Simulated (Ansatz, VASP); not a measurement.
**Two plane-wave programs on C**

```
CELL_PARAMETERS angstrom
0.00000 1.85281 1.78584
1.71887 0.00000 1.78584
1.71887 1.85281 0.00000
ATOMIC_POSITIONS crystal
C 0.50000 0.50000 0.50000
C 0.75000 0.75000 0.75000
```

Change from the starting cell: strain +e along x and -e along y -0.0375, strain +e along z and -e/2 along x and y +0.0000.

Alike in both runs: task single point; functional PBE; k mesh 12 × 12 × 12; occupations gaussian, width 0.05 eV; no spin polarisation.

```csv
,VASP,Ansatz
version,VASP 6.6.1,Ansatz 0.2.0
potentials or method,"VASP PAW PBE potentials, release 64 (C), cutoff 520 eV","scalar-relativistic, plane waves, PAW"
valence electrons in the cell,8,8
```

VASP gave:

- gap on the k mesh at the Fermi level (eV): 2.75
- least direct gap on the mesh (eV): 4.61
- pressure (GPa): 1.3
- traceless stress, the component that is largest in VASP (GPa): -35.82

Problem. What did Ansatz give for the same quantities?

Solution. gap on the k mesh at the Fermi level (eV): 2.76; least direct gap on the mesh (eV): 4.61; pressure (GPa): 0.7; traceless stress, the component that is largest in VASP (GPa): -35.82.
